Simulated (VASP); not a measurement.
Here is a VASP 6.6.1 calculation.

File INCAR:

```
SYSTEM = K3Cd2Se4O12
PREC = Accurate
ENCUT = 520
EDIFF = 1E-6
ISMEAR = -1
SIGMA = 0.05
LREAL = Auto
LASPH = .TRUE.
NELM = 100
ALGO = Normal
ISIF = 2
LWAVE = .FALSE.
LCHARG = .FALSE.
GGA = CA
NBANDS = 90
```

The input KPOINTS:

```
regular mesh
0
G
  3 2 2
  0 0 0
```

Contents of POSCAR:

```
K3Cd2Se4O12
1.0
    5.7101419900     -0.0000000100     -0.0000005900
   -5.7101420000      9.8902560300     -0.0000011700
   -0.0000006500     -3.2967501300      6.3302155900
K Cd Se O
3 2 4 12
Direct
    0.8547965201      0.3482686096      0.4420291650
    0.1436042425      0.1521797972      0.5590642550
    0.9994454145      0.7502443726      0.5005926611
   -0.0201581870     -0.0008131349      0.0080855046
    0.0185474851      0.5013006293     -0.0069827642
    0.6389496396      0.1490897396      0.8969714334
    0.3594998327      0.3514324202      0.1042164542
    0.6395266667      0.6286981109      0.8994197799
    0.3588342429      0.8717689353      0.1015885198
    0.7974001325      0.0543076621      0.7955336532
    0.7019616843      0.2503003244      0.7601310948
    0.2898404297      0.0170238305      0.7977216762
    0.2010721551      0.4462301327      0.2056134775
    0.7086176212      0.4834720575      0.2034674752
    0.2964149801      0.2502103218      0.2410425752
    0.8368116463      0.5606424163      0.7852827568
    0.6831578414      0.7469673710      0.7966844423
    0.3052153623      0.4753698859      0.7775538868
    0.1615284851      0.9398021004      0.2157686694
    0.6931385852      1.0251063100      0.2234885350
    0.3152648888      0.7535017775      0.2043222777
```

Potentials or basis: VASP PAW LDA potentials, release 64 (K_sv, Cd, Se, O).

Run with:

```bash
$ cat potpaw_LDA.64/K_sv/POTCAR potpaw_LDA.64/Cd/POTCAR potpaw_LDA.64/Se/POTCAR potpaw_LDA.64/O/POTCAR > POTCAR
$ mpirun -np 1 vasp_std > vasp.out
```

(1) Predict the largest force.

(2) Predict the pressure.

(3) Estimate the band gap on the k mesh.

Answers

(1) 0.300 eV/Å.

(2) -0.8 GPa.

(3) zero (an odd number of electrons rules out a gap without spin polarisation).

Caveat: the k points lie up to 0.46 Å⁻¹ apart, too coarse for converged energies and pressures of a metal; an odd number of electrons without spin polarisation forces a metal; a magnetic or distorted state may lie lower.
